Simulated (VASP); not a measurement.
Input of a VASP 6.6.1 run:

INCAR

```
PREC     = Accurate       # precision mode
ENCUT    = 520            # plane-wave cutoff, eV
EDIFF    = 1E-7           # SCF threshold, eV
ISMEAR   = 0              # smearing method
SIGMA    = 0.01           # smearing width, eV
LREAL    = F              # projectors in reciprocal space
LASPH    = T              # aspherical terms in the spheres
NELM     = 60             # most SCF steps
ALGO     = Normal         # electronic algorithm
ISIF     = 2              # what is computed and relaxed
LWAVE    = F              # write WAVECAR
LCHARG   = F              # write CHGCAR
GGA      = PS             # functional
NBANDS   = 11             # bands
```

Contents of KPOINTS:

```
regular mesh
0
Gamma
  10 10 10
```

Contents of POSCAR:

```
BN
1.0
    1.2836331158      0.7411052853      3.4605816058
   -1.2836331158      0.7411052853      3.4605816058
    0.0000000000     -1.4822115965      3.4605816058
B N
1 1
Direct
    0.9996710000      0.9996710000      0.9996710000
    0.3327620000      0.3327620000      0.3327620000
```

Potentials or basis: VASP PAW PBE potentials, release 64 (B, N).

Run with:

```console
$ cat potpaw_PBE.64/B/POTCAR potpaw_PBE.64/N/POTCAR > POTCAR
$ mpirun -np 1 vasp_std > vasp.out
```

Task: What does it give for the band gap on the k mesh?

Result: 4.06 eV, indirect (least direct gap 4.63 eV).

Task: Estimate the largest force.

Result: 0.008 eV/Å.

Stress tensor (GPa, compression positive):
```
-22.78   0.00   0.00
  0.00 -22.78   0.00
  0.00   0.00  -0.07
```

Caveat: the PAW data sets were made with another functional, which shifts forces and pressure a little. A k mesh can miss the band edges.
